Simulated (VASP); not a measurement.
Input of a VASP 6.6.1 run:

File INCAR:

```
SYSTEM = MoS2
  ALGO = Normal
  EDIFF = 1E-6
  ENCUT = 520
  ISIF = 2
  ISMEAR = 1
  LASPH = .True.
  LCHARG = .False.
  LREAL = .False.
  LWAVE = .False.
  NBANDS = 20
  NELM = 60
  PREC = Accurate
  SIGMA = 0.05
```

KPOINTS

```
k-points
0
Gamma
  10 10 5
  0 0 0
```

File POSCAR:

```
MoS2
1.0
    3.1727516336      0.0000000000      0.0000000000
   -1.5863753253      2.7476828463      0.0000000000
    0.0000000000      0.0000000000      6.2054612591
Mo S
1 2
Direct
    0.0000000000      0.0000000000      0.5000000000
    0.3333333333      0.6666666667      0.2553190000
    0.6666666667      0.3333333333      0.7446810000
```

Potentials or basis: VASP PAW LDA potentials, release 64 (Mo_sv, S).

Run with:

```sh
$ cat potpaw_LDA.64/Mo_sv/POTCAR potpaw_LDA.64/S/POTCAR > POTCAR
$ mpirun -np 1 vasp_std > vasp.out
```

Problem. What does it give for the largest force?

Solution. 0.719 eV/Å.

Problem. Estimate the band gap on the k mesh.

Solution. Zero (band 13 reaches 7.85 eV, above the bottom of band 14 at 7.10 eV).

Problem. Estimate the pressure.

Solution. 1.3 GPa.

Stress tensor (GPa, compression positive):
```
-0.28  0.00  0.00
 0.00 -0.28  0.00
 0.00  0.00  4.43
```
